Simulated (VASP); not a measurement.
Runs of VASP 6.6.1 on CsI. The structure is that of space group Pm-3m (No. 221), or close to it. The cells are those of the table. 

```tsv
task	cell	cutoff (eV)	gap on the mesh (eV)	pressure (GPa)
single point	a = 4.597 Å, 2 atoms	500	3.50	-1.5
single point	a = 4.656 Å, 2 atoms	500	3.38	-1.8
electric field gradients	a = 4.567, b = 4.567, c = 4.612 Å, 2 atoms	400	(a)	-1.5
single point	a = 4.567 Å, 2 atoms	500	3.56	-1.4
electric field gradients	a = 4.505 Å, 2 atoms	400	3.71	-0.9
electric field gradients	a = 4.521, b = 4.521, c = 4.567 Å, 2 atoms	400	3.61	-1.2
single point	a = 4.627 Å, 2 atoms	500	3.44	-1.7
electric field gradients	a = 4.627 Å, 2 atoms	400	3.44	-1.7
single point	a = 4.658, b = 4.658, c = 4.567 Å, 2 atoms	500	3.38	-1.7
electric field gradients	a = 4.536 Å, 2 atoms	400	(b)	-1.2
single point	a = 4.475, b = 4.475, c = 4.567 Å, 2 atoms	500	(c)	-0.9
```

Alike in all rows: level LDA; potentials or basis VASP PAW LDA potentials, release 64 (Cs_sv, I); no spin polarisation; k mesh 7 × 7 × 7; smearing fermi-dirac 0.01 eV.

Fill in the values left out.

(a) 3.51; (b) 3.63; (c) 3.66.

Caveats: spin-orbit coupling is left out, which moves the levels of the heavy elements.

A k mesh can miss the band edges, and the runs leave out spin-orbit coupling on Cs, I.
